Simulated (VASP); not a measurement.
Here is a VASP 6.6.1 calculation.

POSCAR

```
InSb
1.0
    0.0000000000      3.1811276270      3.3754891042
    3.1811276270      0.0000000000      3.3754891042
    3.1811276270      3.1811276270      0.0000000000
In Sb
1 1
Direct
    0.0000000000      0.0000000000      0.0000000000
    0.2500000000      0.2500000000      0.2500000000
```

File INCAR.step1:

```
SYSTEM = InSb
ALGO = Normal
EDIFF = 1E-4
ENCUT = 520
GGA = PE
GGA_COMPAT = .FALSE.
ISMEAR = -1
LASPH = .TRUE.
LCHARG = .FALSE.
LNONCOLLINEAR = .TRUE.
LREAL = .FALSE.
LSORBIT = .TRUE.
LWAVE = .TRUE.
MAGMOM = 0 0 0 0 0 0
NBANDS = 30
NELM = 150
PREC = Accurate
SIGMA = 0.02
```

The input INCAR.step2:

```
SYSTEM = InSb
ALGO = Normal
EDIFF = 1E-6
ENCUT = 520
GGA_COMPAT = .FALSE.
ISIF = 2
ISMEAR = -1
ISTART = 1
LASPH = .TRUE.
LCHARG = .TRUE.
LMIXTAU = .TRUE.
LNONCOLLINEAR = .TRUE.
LORBIT = 11
LORBMOM = .TRUE.
LREAL = .FALSE.
LSORBIT = .TRUE.
LVHAR = .TRUE.
LWAVE = .FALSE.
MAGMOM = 0 0 0 0 0 0
METAGGA = R2SCAN
NBANDS = 30
NELM = 150
PREC = Accurate
SIGMA = 0.02
```

KPOINTS

```
k-points
0
G
  6 6 6
  0 0 0
```

Potentials or basis: VASP PAW PBE potentials, release 64 (In_d, Sb).

The run is started by

```sh
$ cat potpaw_PBE.64/In_d/POTCAR potpaw_PBE.64/Sb/POTCAR > POTCAR
$ cp INCAR.step1 INCAR
$ mpirun -np 1 vasp_ncl > vasp.out
$ cp INCAR.step2 INCAR
$ mpirun -np 1 vasp_ncl > vasp.out
```

**Question.** Estimate the net moment.

**Answer.** 0.00 μB per cell.

**Question.** Estimate the pressure.

**Answer.** 1.5 GPa.

Moments on the atoms (μB; x, y, z):
```
In  0.00 0.00 0.00
Sb  0.00 0.00 0.00
```

Caveat: the cell differs from its parent crystal (epitaxial xy strain -3.0%); the PAW data sets were made with another functional, which shifts forces and pressure a little.
